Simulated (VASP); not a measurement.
A run of VASP 6.6.1 is set up as follows.

INCAR

```
SYSTEM = WSe2
PREC = Accurate
ENCUT = 520
EDIFF = 1E-7
ISMEAR = 0
SIGMA = 0.02
LREAL = .False.
LASPH = .True.
NELM = 100
ALGO = Normal
ISIF = 2
LWAVE = .False.
LCHARG = .True.
GGA = PS
LELF = .True.
LVHAR = .True.
NBANDS = 35
```

File KPOINTS:

```
Automatic mesh
0
Gamma
  12 12 2
  0 0 0
```

Contents of POSCAR:

```
WSe2
1.0
    3.2707064013      0.0000000000      0.0000000000
   -1.6353532006      2.8325148318      0.0000000000
    0.0000000000      0.0000000000     13.2241351060
W Se
2 4
Direct
    0.6666666667      0.3333333333      0.2500013529
    0.3333333333      0.6666666667      0.7499986471
    0.3333333333      0.6666666667      0.3766212191
    0.6666666667      0.3333333333      0.8766185120
    0.3333333333      0.6666666667      0.1233814880
    0.6666666667      0.3333333333      0.6233787809
```

Potentials or basis: VASP PAW PBE potentials, release 64 (W_sv, Se).

The run is started by

```bash
$ cat potpaw_PBE.64/W_sv/POTCAR potpaw_PBE.64/Se/POTCAR > POTCAR
$ mpirun -np 1 vasp_std > vasp.out
```

**Question.** What does it give for the largest force?

**Answer.** 0.059 eV/Å.

**Question.** Estimate the band gap on the k mesh.

**Answer.** 1.04 eV, indirect (least direct gap 1.59 eV).

**Question.** What does it give for the pressure?

**Answer.** 0.4 GPa.

Forces on the atoms (eV/Å):
```
W    0.000  0.000  0.000
W    0.000  0.000  0.000
Se   0.000  0.000  0.059
Se   0.000  0.000  0.059
Se   0.000  0.000 -0.059
Se   0.000  0.000 -0.059
```

Caveat: the PAW data sets were made with another functional, which shifts forces and pressure a little; spin-orbit coupling is left out, which moves the levels of the heavy elements; this functional lacks dispersion, which binds the layers, so the pressure and a relaxed spacing across them are unreliable. A k mesh can miss the band edges.
